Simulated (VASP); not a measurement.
Here is a VASP 6.6.1 calculation.

Contents of INCAR:

```
PREC = Accurate
ENCUT = 520
EDIFF = 1E-6
ISMEAR = 0
SIGMA = 0.1
LREAL = False
LASPH = True
NELM = 60
ALGO = Normal
ISIF = 2
LWAVE = False
LCHARG = True
GGA = PE
LELF = True
LVHAR = True
NBANDS = 8
```

File KPOINTS:

```
Automatic mesh
0
Gamma
  34 34 16
```

The input POSCAR:

```
C
1.0
    1.6245746787      0.0000000000      0.0000000000
    0.0000000000      1.6245746787      0.0000000000
    0.0000000000      0.0000000000      3.9360516112
C
1
Direct
    0.5000000000      0.5000000000      0.0000000000
```

Potentials or basis: VASP PAW PBE potentials, release 64 (C).

Run with:

```sh
$ cat potpaw_PBE.64/C/POTCAR > POTCAR
$ mpirun -np 1 vasp_std > vasp.out
```

(1) What does it give for the band gap on the k mesh?

(2) What does it give for the pressure?

Results:

(1) zero (bands 2 and 3 overlap by 2.55 eV).

(2) 0.2 GPa.
